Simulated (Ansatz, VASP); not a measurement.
One calculation of BAs2, two programs

File INCAR:

```
PREC = Accurate ; ENCUT = 600
EDIFF = 1E-7 ; ISMEAR = 0
SIGMA = 0.1 ; LREAL = F
LASPH = T ; NELM = 120
ALGO = Normal ; ISIF = 3
LWAVE = F ; LCHARG = F
GGA = PE ; IBRION = 2
NSW = 90 ; EDIFFG = -0.04
GGA_COMPAT = F ; NELMIN = 4
```

The input KPOINTS:

```
Automatic mesh
0
Gamma
  6 6 6
```

Contents of POSCAR:

```
BAs2
1.0
    4.4812557050      0.0000000000      0.0000000000
   -2.2406278525      3.8808812813      0.0000000000
    0.0000000000      0.0000000000      2.8237772924
B As
1 2
Direct
    0.0000000000      0.0000000000      0.0000000000
    0.3333333333      0.6666666667      0.5000000000
    0.6666666667      0.3333333333      0.5000000000
```

Input for Ansatz:

```yaml
crystal:
  lattice:
    - [4.481255705, 0.0, 0.0]
    - [-2.2406278525, 3.8808812813, 0.0]
    - [0.0, 0.0, 2.8237772924]
  atoms:
    - { symbol: B, position: [0.0, 0.0, 0.0] }
    - { symbol: As, position: [0.3333333333, 0.6666666667, 0.5] }
    - { symbol: As, position: [0.6666666667, 0.3333333333, 0.5] }
basis:
  ecutwfc: 420
kpoints:
  mp_grid: { grid: [6, 6, 6] }
hamiltonian:
  xc: pbe
scf:
  occupations: { method: gaussian, width: 0.1 }
  lower_state_search: "off"
output:
  forces: true
  stress: true
  eigenvalues: true
relax:
  adjacent_minimum: "off"
  f_tol: 0.04
  max_steps: 70
  cell: { stress_tol: 0.4 }
```

Alike in both runs: task relaxation of cell and atoms; functional PBE; k mesh 6 × 6 × 6; occupations gaussian, width 0.1 eV; no spin polarisation.

|  | VASP | Ansatz |
| --- | --- | --- |
| version | VASP 6.6.1 | Ansatz 0.2.0 |
| potentials or method | VASP PAW PBE potentials, release 64 (B, As_d), cutoff 600 eV | scalar-relativistic, plane waves, PAW |
| valence electrons in the cell | 33 | 33 |

|  | VASP | Ansatz | Ansatz less VASP |
| --- | --- | --- | --- |
| gap on the k mesh at the Fermi level, each at its own relaxed structure (eV) | none | none | - |
| relaxed volume (Å³/atom) | 16.62 | 16.66 | +0.039 |
| relaxed cell length with the largest relative difference (Å) | 2.761 | 2.565 | -0.1956 |

A gap of «none» marks a metal or a gap that the smearing closes.

The k mesh is coarse, so the values compare programs but aren't converged.
